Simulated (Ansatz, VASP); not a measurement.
## One calculation of Pt, two programs

```xyz
2
Lattice="3.1723 0.0000 0.0000 -1.5862 2.5084 0.0000 0.0000 0.0000 4.7814" Properties=species:S:1:pos:R:3 pbc="T T T"
Pt    1.5862    0.8361    3.5860
Pt    0.0000    1.6723    1.1953
```

Change from the starting cell: normal strain along x +0.1500, normal strain along y +0.0500.

Alike in both runs: task single point; functional PBE; k mesh 18 × 18 × 10; occupations gaussian, width 0.15 eV; no spin polarisation.

|  | VASP | Ansatz |
| --- | --- | --- |
| version | VASP 6.6.1 | Ansatz 0.2.0 |
| potentials or method | VASP PAW PBE potentials, release 64 (Pt), cutoff 520 eV | scalar-relativistic, plane waves, PAW |
| valence electrons in the cell | 20 | 36 |

VASP gave:

```
gap on the k mesh at the Fermi level (eV)                     : none
pressure (GPa)                                                : -26.4
traceless stress, the component that is largest in VASP (GPa) : 1.26
rms of the force components (eV/Å)                            : 0.032
```

Task: What did Ansatz give for the same quantities?

Result: gap on the k mesh at the Fermi level (eV): none; pressure (GPa): -26.3; traceless stress, the component that is largest in VASP (GPa): 1.27; rms of the force components (eV/Å): 0.031.

Atom by atom the forces differ by 0.001 eV/Å (rms over components). A gap of «none» marks a metal or a gap that the smearing closes. The functional is the same, so the differences come from potentials, cutoffs and numerics. VASP's potentials hold 20 valence electrons a cell and Ansatz's 36, so a difference there can come from the potentials and not from the codes.

Neither program's run includes spin-orbit coupling.
